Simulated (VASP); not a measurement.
Mg:

```xyz
2
Lattice="3.2093 0.0000 0.0000 -1.6046 2.7793 0.0000 0.0000 0.0000 5.2103" Properties=species:S:1:pos:R:3 pbc="T T T"
Mg    1.6047    0.9264    3.9077
Mg    0.0000    1.8529    1.3026
```

```yaml
Program: VASP 6.6.1
Task: relaxation of cell and atoms
Functional: BLYP
Dispersion: D3(BJ)
Potentials_or_basis: VASP PAW PBE potentials, release 64 (Mg)
Cutoff: 600 eV
k_mesh: 10 × 10 × 5
Occupations: fermi-dirac, width 0.05 eV
Spin: no spin polarisation
```

At the start: pressure -3.9 GPa; volume 23.24 Å³/atom.

Q: Where does the relaxation end?

A: Over 8 steps the energy falls by 39.7 meV/atom and the volume is 20.55 Å³/atom (-11.5 %); space group P6_3/mmc (No. 194, to 0.05 Å).

The path:
```csv
step,energy change (eV),largest force (eV/Å),pressure (GPa),volume (Å³)
1,0.0000,0.0000,-3.93,46.47
2,-0.0684,0.0000,-1.52,42.74
3,-0.0776,0.0000,-0.01,41.09
4,-0.0776,0.0000,0.10,40.98
5,-0.0790,0.0000,0.10,41.00
6,-0.0793,0.0000,0.10,41.01
7,-0.0793,0.0000,0.10,41.01
8,-0.0793,0.0000,0.00,41.11
```

Final structure:
```
Mg
1.0
     3.05034    0.00000    0.00000
    -1.52517    2.64167    0.00000
     0.00000    0.00000    5.10138
Mg
2
Cartesian
  1.5252 0.8806 3.8260
  0.0000 1.7611 1.2753
```

Caveat: the PAW data sets were made with another functional, which shifts forces and pressure a little; the volume moved by -12 % from the deposited cell, more than functionals usually miss; pairwise dispersion overbinds metals, which lowers pressure and volume.
